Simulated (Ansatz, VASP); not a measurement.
**One calculation of SiO2, two programs**

```
Si O
1.0
     5.17861    0.00000    0.00000
     0.00000    5.17861    0.00000
     0.00000    0.00000    7.21590
Si O
4 8
Cartesian
  1.1361 1.1361 0.0000
  1.4532 3.7254 5.4119
  3.7254 1.4532 1.8040
  4.0425 4.0425 3.6080
  2.9304 3.8602 4.7671
  2.2482 1.3184 1.1592
  3.8602 2.9304 2.4488
  1.2709 4.8375 6.5711
  1.3184 2.2482 6.0568
  0.3411 3.9077 4.2528
  4.8375 1.2709 0.6448
  3.9077 0.3411 2.9631
```

Change from the starting cell: equal strain along all axes, cell held, atoms relaxed: +3.0 %.

Alike in both runs: functional PBEsol; k mesh 6 × 6 × 4; occupations gaussian, width 0.02 eV; no spin polarisation.

Ansatz relaxed the structure, and its values are those at the end. VASP's run is a single point on that final structure, the one shown.

|  | VASP | Ansatz |
| --- | --- | --- |
| version | VASP 6.6.1 | Ansatz 0.2.0 |
| potentials or method | VASP PAW PBE potentials, release 64 (Si, O), cutoff 520 eV | scalar-relativistic, plane waves, PAW |
| valence electrons in the cell | 64 | 64 |

```tsv
	VASP	Ansatz	Ansatz less VASP
gap on the k mesh at the Fermi level (eV)	5.48	5.48	-0.001
least direct gap on the mesh (eV)	5.48	5.48	-0.001
pressure (GPa)	-0.6	-1.0	-0.42
rms of the force components (eV/Å)	0.009	0.003	-0.0060
```

VASP's potentials were made for PBE, not for PBEsol. The functional is the same, so the differences come from potentials, cutoffs and numerics. Ansatz's warnings: stress scf threshold loose.
